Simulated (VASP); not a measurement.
# Fe (Fm-3m) in VASP: single point with PBE

Aim: the single point of Fe with PBE.

Program: VASP 6.6.1. These are calculated values, not measurements. Logs are shortened: lines on timing, memory, paths and dates and some standing lists are left out, and cuts for length are marked.

### 1 The cell of the first run

Symmetry: Fm-3m, No. 225, cubic system. Conventional cell: a = 3.451 Å, b = 3.451 Å, c = 3.451 Å, α = 90.00°, β = 90.00°, γ = 90.00°. Fe (site symmetry m-3m) has 12 Fe at 2.44 Å within 3.2 Å.

### 2 Single point, PBE

Input file INCAR:

```
SYSTEM = Fe
PREC     = Accurate       ! precision mode
ENCUT    = 520            ! plane-wave cutoff, eV
EDIFF    = 1E-6           ! SCF threshold, eV
ISMEAR   = -1             ! smearing method
SIGMA    = 0.13605693000000002 ! smearing width, eV
LREAL    = .False.        ! projectors in reciprocal space
LASPH    = .True.         ! aspherical terms in the spheres
NELM     = 100            ! most SCF steps
ALGO     = Normal         ! electronic algorithm
ISIF     = 2              ! what is computed and relaxed
LWAVE    = .False.        ! write WAVECAR
LCHARG   = .False.        ! write CHGCAR
GGA      = PE             ! functional
NBANDS   = 10             ! bands
```

Input file KPOINTS:

```
Automatic mesh
0
Gamma
  16 16 16
  0 0 0
```

Input file POSCAR:

```
Fe
1.0
    0.0000000000      1.7257330778      1.7257330778
    1.7257330778      0.0000000000      1.7257330778
    1.7257330778      1.7257330778      0.0000000000
Fe
1
Direct
    0.0000000000      0.0000000000      0.0000000000
```

Potentials or basis: VASP PAW PBE potentials, release 64 (Fe).

Launch:

```sh
> cat potpaw_PBE.64/Fe/POTCAR > POTCAR
> mpirun -np 1 vasp_std > vasp.out
```

OUTCAR:

```text
SYSTEM = Fe
   PREC = Accurate
   ENCUT = 520
   EDIFF = 1E-6
   ISMEAR = -1
   LREAL = .False.
   LASPH = .True.
   NELM = 100
   ISIF = 2
   GGA = PE

 ion  position               nearest neighbor table
   1  0.000  0.000  0.000-

  LATTYP: Found a face centered cubic cell.
 ALAT       =     3.4514661556

  Lattice vectors:

 A1 = (   0.0000000000,   1.7257330778,   1.7257330778)
 A2 = (   1.7257330778,   0.0000000000,   1.7257330778)
 A3 = (   1.7257330778,   1.7257330778,   0.0000000000)

Analysis of symmetry for initial positions (statically):
=====================================================================
 Subroutine PRICEL returns:
 Original cell was already a primitive cell.

 Routine SETGRP: Setting up the symmetry group for a
 face centered cubic supercell.

 Subroutine GETGRP returns: Found 48 space group operations
 (whereof 48 operations were pure point group operations)
 out of a pool of 48 trial point group operations.

The static configuration has the point symmetry O_h .

Analysis of symmetry for dynamics (positions and initial velocities):
=====================================================================
 Subroutine PRICEL returns:
 Original cell was already a primitive cell.

 Routine SETGRP: Setting up the symmetry group for a
 face centered cubic supercell.

 Subroutine GETGRP returns: Found 48 space group operations
 (whereof 48 operations were pure point group operations)
 out of a pool of 48 trial point group operations.

The dynamic configuration has the point symmetry O_h .

 Subroutine INISYM returns: Found 48 space group operations
 (whereof 48 operations are pure point group operations),
 and found     1 'primitive' translations

----------------------------------------------------------------------------------------

                                     Primitive cell

  volume of cell :      10.2790

  direct lattice vectors                    reciprocal lattice vectors
     0.000000000  1.725733078  1.725733078    -0.289731944  0.289731944  0.289731944
     1.725733078  0.000000000  1.725733078     0.289731944 -0.289731944  0.289731944
     1.725733078  1.725733078  0.000000000     0.289731944  0.289731944 -0.289731944

  length of vectors
     2.440555124  2.440555124  2.440555124     0.501830448  0.501830448  0.501830448

  position of ions in fractional coordinates (direct lattice)
     0.000000000  0.000000000  0.000000000

  ion indices of the primitive-cell ions
   primitive index   ion index
                 1           1

----------------------------------------------------------------------------------------

 KPOINTS: Automatic mesh

Automatic generation of k-mesh.
 Grid dimensions read from file:
 generate k-points for:   16   16   16

 Generating k-lattice:

  Cartesian coordinates                     Fractional coordinates (reciprocal lattice)
    -0.018108247  0.018108247  0.018108247     0.062500000  0.000000000  0.000000000
     0.018108247 -0.018108247  0.018108247     0.000000000  0.062500000  0.000000000
     0.018108247  0.018108247 -0.018108247     0.000000000  0.000000000  0.062500000

  Length of vectors
     0.031364403  0.031364403  0.031364403

  Shift w.r.t. Gamma in fractional coordinates (k-lattice)
     0.000000000  0.000000000  0.000000000

 Subroutine IBZKPT returns following result:
 ===========================================

 Found    145 irreducible k-points:

 Following reciprocal coordinates:
            Coordinates               Weight
  0.000000  0.000000  0.000000      1.000000
  0.062500  0.000000  0.000000      8.000000
  0.125000  0.000000  0.000000      8.000000
  0.187500  0.000000  0.000000      8.000000
  0.250000  0.000000  0.000000      8.000000
  0.312500  0.000000  0.000000      8.000000
[... 16 lines left out ...]
 -0.125000  0.062500  0.000000     24.000000
 -0.062500  0.062500  0.000000     12.000000
 [... further k-points ...]
   k-points           NKPTS =    145   k-points in BZ     NKDIM =    145   number of bands    NBANDS=     10
   number of dos      NEDOS =    301   number of ions     NIONS =      1
   total plane-waves  NPLWV =   5832
   dimension x,y,z NGX =    18 NGY =   18 NGZ =   18
   dimension x,y,z NGXF=    36 NGYF=   36 NGZF=   36
   ions per type =               1
   NGX,Y,Z   is equivalent  to a cutoff of  12.26, 12.26, 12.26 a.u.
   NGXF,Y,Z  is equivalent  to a cutoff of  24.52, 24.52, 24.52 a.u.
 SYSTEM =  Fe
   PREC   = accura    normal or accurate (medium, high low for compatibility)
   ISTART =      0    job   : 0-new  1-cont  2-samecut
   ICHARG =      2    charge: 1-file 2-atom 10-const
   ISPIN  =      1    spin polarized calculation?
   LNONCOLLINEAR =      F non collinear calculations
   LSORBIT =      F    spin-orbit coupling
   LASPH  =      T    aspherical Exc in radial PAW
   ENCUT  =  520.0 eV  38.22 Ry    6.18 a.u.   4.54  4.54  4.54*2*pi/ulx,y,z
   NELM   =    100;   NELMIN=  2; NELMDL= -5     # of ELM steps
   EDIFF  = 0.1E-05   stopping-criterion for ELM
   LREAL  =      F    real-space projection
   EDIFFG = 0.1E-04   stopping-criterion for IOM
   NSW    =      0    number of steps for IOM
   IBRION =     -1    ionic relax: 0-MD 1-quasi-New 2-CG
   NFREE  =      0    steps in history (QN), initial steepest desc. (CG)
   ISIF   =      2    stress and relaxation
   ISYM   =      2    0-nonsym 1-usesym 2-fastsym
   POTIM  = 0.5000    time-step for ionic-motion
   TEBEG  =    0.0;   TEEND  =   0.0 temperature during run
   PSTRESS=    0.0 pullay stress
   NELECT =       8.0000    total number of electrons
   NUPDOWN=      -1.0000    fix difference up-down
   EMIN   =  10.00;   EMAX   =-10.00  energy-range for DOS
   EFERMI =   0.00;   METHOD = LEGACY
   ISMEAR =    -1;   SIGMA  =   0.14  broadening in eV -4-tet -1-fermi 0-gaus
   EFERMI_NEDOS =   21; number of points for ismear=-14 and -15
   IALGO  =     38    algorithm
   IMIX   =      4    mixing-type and parameters
     AMIX     =   0.40;   BMIX     =  1.00
     AMIX_MAG =   1.60;   BMIX_MAG =  1.00
  volume/ion in A,a.u.               =      10.28        69.37
  Fermi-wavevector in a.u.,A,eV,Ry     =   1.505871  2.845684 30.853231  2.267649
  Thomas-Fermi vector in A             =   2.616663
   LORBIT       =      0    0 simple, 1 ext, 2 COOP (PROOUT), +10 PAW based schemes
   GGA     = PE    functional components
   LHFCALC =     F    Hartree Fock is set to
   AEXX    =    0.0000 exact exchange contribution
   IVDW    =     0    specifies the selected vdW correction
   LEPSILON=     F    determine dielectric tensor
   LRPA    =     F    only Hartree local field effects (RPA)
 non-spin polarized calculation
  energy-cutoff  :      520.00
  volume of cell :       10.28
 maximum number of plane-waves:       291
   NGX =  9   NGY =  9   NGZ =  9

 number of electron       8.0000007 magnetization

 Free energy of the ion-electron system (eV)
  ---------------------------------------------------
  ext. energy  EPLUGINS =         0.00000000
  ---------------------------------------------------
  free energy    TOTEN  =        -8.12864303 eV

  energy without entropy =       -8.02157895  energy(sigma->0) =       -8.07511099

 E-fermi :   6.7685     XC(G=0): -13.7411

 val. band max:        6.7637960250   @ k =  -0.1250   0.0625   0.0000
 cond. band min:       6.7778723432   @ k =  -0.3750   0.4375   0.1875
 fundamental gap:      0.0140763182
 Fermi energy:         6.7684501695

 k-point     1 :       0.0000    0.0000    0.0000
  band No.  band energies     occupation
      1      -2.0556      2.00000
      2       5.1444      1.99999
      3       5.1444      1.99999
      4       5.1444      1.99999
      5       6.6866      1.29194
      6       6.6866      1.29194
      7      30.0430      0.00000
      8      35.5176      0.00000
      9      35.5176      0.00000
     10      35.5176      0.00000

 k-point     2 :       0.0625    0.0000    0.0000
  band No.  band energies     occupation
      1      -1.8895      2.00000
      2       5.0824      1.99999
      3       5.1926      1.99998
      4       5.1926      1.99998
      5       6.6633      1.36822
      6       6.6633      1.36822
      7      29.8620      0.00000
      8      33.6857      0.00000
      9      35.3311      0.00000
     10      35.3311      0.00000

 k-point     3 :       0.1250    0.0000    0.0000
  band No.  band energies     occupation
      1      -1.4048      2.00000
      2       4.9196      2.00000
      3       5.3118      1.99996
      4       5.3118      1.99996
      5       6.6198      1.49783
      6       6.6198      1.49783
      7      28.6341      0.00000
      8      31.7694      0.00000
      9      34.9387      0.00000
     10      34.9387      0.00000

 k-point     4 :       0.1875    0.0000    0.0000
  band No.  band energies     occupation
      1      -0.6482      2.00000
      2       4.7254      2.00000
      3       5.4188      1.99990
      4       5.4188      1.99990
      5       6.6393      1.44181
      6       6.6393      1.44181
      7      26.0091      0.00000
      8      31.0456      0.00000
      9      34.5439      0.00000
     10      34.5439      0.00000
[... 222 lines left out ...]
 k-point    22 :      -0.1875    0.0625    0.0000
  band No.  band energies     occupation
      1      -0.2191      2.00000
      2       4.5963      2.00000
      3       5.4343      1.99989
      4       5.5092      1.99981
      5       6.4452      1.82998
      6       6.9256      0.47924
      7      25.1380      0.00000
      8      29.6971      0.00000
      9      33.7117      0.00000
     10      36.2651      0.00000

 k-point    23 :      -0.1250    0.0625    0.0000
  band No.  band energies     occupation
      1      -1.0401      2.00000
      2       4.7824      2.00000
      3       5.3993      1.99991
      4       5.4046      1.99991
      5       6.4448      1.83034
      6       6.7638      1.01710
      7      27.9203      0.00000
      8      30.3874      0.00000
      9      34.0230      0.00000
     10      36.3173      0.00000

 k-point    24 :      -0.0625    0.0625    0.0000
  band No.  band energies     occupation
      1      -1.6172      2.00000
      2       4.9714      2.00000
      3       5.2624      1.99997
      4       5.2862      1.99996
      5       6.5564      1.65225
      6       6.7063      1.22449
      7      29.4907      0.00000
      8      32.0888      0.00000
      9      34.2463      0.00000
     10      36.0698      0.00000

 [... further k-points ...]
[... 5 lines left out ...]
  --------------------------------------------------------------------------------------
  -------------------------------------------------------------------------------------
  Total       -0.0046446     -0.0046446     -0.0046446     -0.0000000      0.0000000      0.0000000
  in kB       -0.7239549     -0.7239549     -0.7239549     -0.0000000      0.0000000      0.0000000
  external PRESSURE =      -0.7239549 kB  Pullay stress =       0.0000000 kB

 VOLUME and BASIS-vectors are now :
 -----------------------------------------------------------------------------
  energy-cutoff  :      520.00
  volume of cell :       10.28
      direct lattice vectors                 reciprocal lattice vectors
     0.000000000  1.725733078  1.725733078    -0.289731944  0.289731944  0.289731944
     1.725733078  0.000000000  1.725733078     0.289731944 -0.289731944  0.289731944
     1.725733078  1.725733078  0.000000000     0.289731944  0.289731944 -0.289731944

 POSITION                                       TOTAL-FORCE (eV/Angst)
 -----------------------------------------------------------------------------------
      0.00000      0.00000      0.00000        -0.000000     -0.000000     -0.000000
 -----------------------------------------------------------------------------------
    total drift:                                0.000000     -0.000000      0.000000

  FREE ENERGIE OF THE ION-ELECTRON SYSTEM (eV)
  ---------------------------------------------------
  free  energy   TOTEN  =        -8.1286430310 eV

  energy  without entropy=       -8.0215789454  energy(sigma->0) =       -8.07511099
```

Run time: 22 s. Hardware: 1 thread of AMD EPYC 7R13, shared host; peak memory 0.1 GiB.

Results:

* Free energy: -8.1286 eV
* Pressure: -0.1 GPa
* Band gap on the k mesh: zero (band 4 reaches 8.02 eV, above the bottom of band 5 at 5.95 eV)

Caveat: the run has no spin polarisation, though such a crystal can be magnetic. Spin polarisation is off, so any magnetic state and its effect on volume and gap are missing.
